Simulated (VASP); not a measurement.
The system is BaTiO3.

```
Ba Ti O
1.0
     2.82737    1.63238    2.31839
    -2.82737    1.63238    2.31839
     0.00000   -3.26476    2.31839
Ba Ti O
1 1 3
Direct
  0.00000 0.00000 0.00000
  0.48450 0.48450 0.48450
  0.50860 0.50860 0.01750
  0.01750 0.50860 0.50860
  0.50860 0.01750 0.50860
```

Program: VASP 6.6.1. Alike in all runs: task single point; level PBEsol+D4+U; potentials or basis VASP PAW PBE potentials, release 64 (Ba_sv, Ti_sv, O); no spin polarisation; cell as given; k mesh 6 × 6 × 6; cutoff (eV) 520; smearing gaussian 0.01 eV.

Order these runs on this cell by their band gap on the k mesh, lowest first.
A. U Ti d U = 5.0 eV
B. U Ti d U = 7.0 eV
C. U Ti d U = 1.0 eV
D. U Ti d U = 3.0 eV

C (2.43 eV), D (2.63 eV), A (2.86 eV), B (3.11 eV).

Caveats: spin-orbit coupling is left out, which moves the levels of the heavy elements.

A k mesh can miss the band edges.
